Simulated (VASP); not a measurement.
A run of VASP 6.6.1:

File INCAR:

```
PREC = Accurate
ENCUT = 520
EDIFF = 1E-6
ISMEAR = 0
SIGMA = 0.1
LREAL = F
LASPH = T
NELM = 100
ALGO = Normal
ISIF = 2
LWAVE = F
LCHARG = T
GGA = PE
LELF = T
LVHAR = T
NBANDS = 12
```

Contents of KPOINTS:

```
regular mesh
0
Gamma
  18 18 18
```

File POSCAR:

```
Zn
1.0
    0.0000000000      1.9838543034      1.9838543034
    1.9838543034      0.0000000000      1.9838543034
    1.9838543034      1.9838543034      0.0000000000
Zn
1
Direct
    0.0000000000      0.0000000000      0.0000000000
```

Potentials or basis: VASP PAW PBE potentials, release 64 (Zn).

Command:

```bash
$ cat potpaw_PBE.64/Zn/POTCAR > POTCAR
$ mpirun -np 1 vasp_std > vasp.out
```

Hardware: 1 thread of Intel(R) Xeon(R) Platinum 8488C (Sapphire Rapids), with other jobs on the host.

Q: Estimate the wall time of this run.

A: Wall time 15 s on 1 thread of Intel(R) Xeon(R) Platinum 8488C (Sapphire Rapids) (shared host), peak memory 0.15 GiB. Counts: scf iterations 10, k points 195.
